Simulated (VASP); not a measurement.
PbS (rocksalt type), 2 atoms in the cell. Symmetry: Fm-3m, No. 225, cubic system. Conventional cell: a = 5.479 Å, b = 5.479 Å, c = 5.479 Å, α = 90.00°, β = 90.00°, γ = 90.00°. Within 3.6 Å of Pb (site symmetry m-3m) lie 6 S at 2.74 Å. Within 3.6 Å of S (site symmetry m-3m) lie 6 Pb at 2.74 Å. 

| Property | Result |
| --- | --- |
| Program | VASP 6.6.1 |
| Task | single point |
| Functional | PBEsol |
| Potentials or basis | VASP PAW PBE potentials, release 64 (Pb_d, S) |
| Cutoff | 520 eV |
| k mesh | 14 × 14 × 14 |
| Occupations | fermi-dirac, width 0.1 eV |
| Spin | no spin polarisation |
| Dipole correction | no |
| Further INCAR settings | ALGO = Normal; EDIFF = 1e-07; NBANDS = 17 |

Potentials or basis: VASP PAW PBE potentials, release 64 (Pb_d, S).

Run with:

```console
$ cat potpaw_PBE.64/Pb_d/POTCAR potpaw_PBE.64/S/POTCAR > POTCAR
$ mpirun -np 1 vasp_std > vasp.out
```

Hardware: 1 thread of Intel(R) Xeon(R) Platinum 8488C (Sapphire Rapids), with other jobs on the host.

**Question.** How long does it take, and how much memory?

**Answer.** Run time: 63 s on 1 thread of Intel(R) Xeon(R) Platinum 8488C (Sapphire Rapids), with other jobs on the host, peak memory 0.21 GiB. Counts: scf iterations 13, k points 104.
